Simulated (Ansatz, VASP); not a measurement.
## Two plane-wave programs on TaN

```
Ta N
1.0
     0.00000    2.17900    2.17900
     2.26616    0.00000    2.17900
     2.26616    2.17900    0.00000
Ta N
1 1
Direct
  0.50000 0.50000 0.50000
  0.00000 0.00000 0.00000
```

Change from the starting cell: strain +0.0400 x Voigt [1, 0, 0, 0, 0, 0], atoms carried along.

Alike in both runs: task single point; functional PBEsol; k mesh 18 × 18 × 18; occupations gaussian, width 0.15 eV; no spin polarisation.

```csv
,VASP,Ansatz
version,VASP 6.6.1,Ansatz 0.2.0
potentials or method,"VASP PAW PBE potentials, release 64 (Ta_pv, N), cutoff 520 eV","scalar-relativistic, plane waves, PAW"
valence electrons in the cell,16,18
```

Ansatz gave:

```
gap on the k mesh at the Fermi level (eV)                     : none
pressure (GPa)                                                : -7.8
traceless stress, the component that is largest in VASP (GPa) : -12.35
```

Task: What did VASP give for the same quantities?

Result: gap on the k mesh at the Fermi level (eV): none; pressure (GPa): -6.9; traceless stress, the component that is largest in VASP (GPa): -12.45.

VASP's potentials were made for PBE, not for PBEsol. A gap of «none» marks a metal or a gap that the smearing closes. VASP's potentials hold 16 valence electrons a cell and Ansatz's 18, so a difference there can come from the potentials and not from the codes.

Neither program's run includes spin-orbit coupling.
